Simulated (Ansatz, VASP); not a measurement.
One calculation of HfO2, two programs

Contents of INCAR:

```
SYSTEM = HfO2
ALGO = Normal
EDIFF = 1E-7
ENCUT = 520
GGA = PE
ISIF = 2
ISMEAR = -1
LASPH = .True.
LCHARG = .False.
LREAL = .False.
LWAVE = .False.
NBANDS = 18
NELM = 60
PREC = Accurate
SIGMA = 0.08
```

The input KPOINTS:

```
k-points
0
Gamma
  13 13 7
  0 0 0
```

The input POSCAR:

```
HfO2
1.0
    3.1390257448      0.0000000000      0.0000000000
   -1.5695128724      2.7184760381      0.0000000000
    0.0000000000      0.0000000000      3.7136292356
Hf O
1 2
Direct
    0.0000000000      0.0000000000      0.0000000000
    0.3333333333      0.6666666667      0.2563331353
    0.6666666667      0.3333333333      0.7436668647
```

Input for Ansatz:

```yaml
crystal:
  lattice:
    - [3.1390257448, 0.0, 0.0]
    - [-1.5695128724, 2.7184760381, 0.0]
    - [0.0, 0.0, 3.7136292356]
  atoms:
    - { symbol: Hf, position: [0.0, 0.0, 0.0] }
    - { symbol: O, position: [0.3333333333, 0.6666666667, 0.2563331353] }
    - { symbol: O, position: [0.6666666667, 0.3333333333, 0.7436668647] }
kpoints:
  mp_grid: { grid: [13, 13, 7] }
scf:
  occupations: { method: fermi_dirac, width: 0.08 }
hamiltonian:
  xc: pbe
  pseudopotentials: { kind: all_electron, datasets: crystal }
output:
  forces: true
  stress: true
  eigenvalues: true
```

Change from the starting cell: volume scaled by 0.62, crystal datasets.

Alike in both runs: task single point; functional PBE; k mesh 13 × 13 × 7; occupations fermi-dirac, width 0.08 eV; no spin polarisation.

|  | VASP | Ansatz |
| --- | --- | --- |
| version | VASP 6.6.1 | Ansatz 0.2.0 |
| potentials or method | VASP PAW PBE potentials, release 64 (Hf_pv, O), cutoff 520 eV | all-electron PAW with datasets made for the crystal, scalar-relativistic |

|  | VASP | Ansatz | Ansatz less VASP |
| --- | --- | --- | --- |
| gap on the k mesh at the Fermi level (eV) | 3.07 | 3.02 | -0.051 |
| pressure (GPa) | 34.6 | 38.1 | +3.49 |
| traceless stress, the component that is largest in VASP (GPa) | 0.83 | -0.23 | -1.067 |
| rms of the force components (eV/Å) | 0.104 | 0.003 | -0.1003 |

Atom by atom the forces differ by 0.107 eV/Å (rms over components). The pressures are high and differ by over a tenth, so treat them with care. Ansatz ran all-electron here, and VASP with PAW potentials.

Neither program's run includes spin-orbit coupling.
